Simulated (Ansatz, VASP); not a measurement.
**Hf2N in VASP and in Ansatz**

Contents of INCAR:

```
SYSTEM = Hf2N
ALGO = Normal ; EDIFF = 1E-7
EDIFFG = -0.01 ; ENCUT = 600
GGA = PS ; IBRION = 2
ISIF = 3 ; ISMEAR = 0
LASPH = .True. ; LCHARG = .False.
LREAL = .False. ; LWAVE = .False.
NELM = 60 ; NSW = 80
PREC = Accurate ; SIGMA = 0.1
```

KPOINTS

```
k-points
0
Gamma
  6 6 8
  0 0 0
```

The input POSCAR:

```
Hf2N
1.0
    5.5295367578      0.0000000000      0.0000000000
   -2.7647683789      4.7887193034      0.0000000000
    0.0000000000      0.0000000000      5.0814960742
Hf N
6 3
Direct
    0.6677922661      0.6677922661      0.7470190403
    0.0000000000      0.3322077339      0.7470190403
    0.3322077339      0.0000000000      0.7470190403
    0.3322077339      0.3322077339      0.2529809597
    0.0000000000      0.6677922661      0.2529809597
    0.6677922661      0.0000000000      0.2529809597
    0.6666666667      0.3333333333      0.5000000000
    0.3333333333      0.6666666667      0.5000000000
    0.0000000000      0.0000000000      0.0000000000
```

Input for Ansatz:

```yaml
crystal:
  lattice:
    - [5.5295367578, 0.0, 0.0]
    - [-2.7647683789, 4.7887193034, 0.0]
    - [0.0, 0.0, 5.0814960742]
  atoms:
    - { symbol: Hf, position: [0.6677922661, 0.6677922661, 0.7470190403] }
    - { symbol: Hf, position: [0.0, 0.3322077339, 0.7470190403] }
    - { symbol: Hf, position: [0.3322077339, 0.0, 0.7470190403] }
    - { symbol: Hf, position: [0.3322077339, 0.3322077339, 0.2529809597] }
    - { symbol: Hf, position: [0.0, 0.6677922661, 0.2529809597] }
    - { symbol: Hf, position: [0.6677922661, 0.0, 0.2529809597] }
    - { symbol: "N", position: [0.6666666667, 0.3333333333, 0.5] }
    - { symbol: "N", position: [0.3333333333, 0.6666666667, 0.5] }
    - { symbol: "N", position: [0.0, 0.0, 0.0] }
basis:
  ecutwfc: 420
kpoints:
  mp_grid: { grid: [6, 6, 8] }
hamiltonian:
  xc: pbesol
scf:
  occupations: { method: gaussian, width: 0.1 }
output:
  forces: true
  stress: true
  eigenvalues: true
  write_density: true
  write_potential: true
  elf: true
  volumetric_format: npy
relax:
  adjacent_minimum: "off"
  f_tol: 0.01
  max_steps: 60
  cell: { stress_tol: 0.1 }
```

Alike in both runs: task relaxation of cell and atoms; functional PBEsol; k mesh 6 × 6 × 8; occupations gaussian, width 0.1 eV; no spin polarisation.

```csv
,VASP,Ansatz
version,VASP 6.6.1,Ansatz 0.2.0
potentials or method,"VASP PAW PBE potentials, release 64 (Hf_pv, N), cutoff 600 eV","scalar-relativistic, plane waves, PAW"
valence electrons in the cell,75,171
```

|  | VASP | Ansatz | Ansatz less VASP |
| --- | --- | --- | --- |
| gap on the k mesh at the Fermi level, each at its own relaxed structure (eV) | none | none | - |
| relaxed volume (Å³/atom) | 14.89 | 14.97 | +0.076 |
| relaxed length of the cell vector where the two differ most in proportion (Å) | 5.522 | 5.533 | +0.0106 |

VASP's potentials were made for PBE, not for PBEsol. A gap of «none» marks a metal or a gap that the smearing closes. VASP's potentials hold 75 valence electrons a cell and Ansatz's 171, so a difference there can come from the potentials and not from the codes.

Spin-orbit coupling is off throughout.
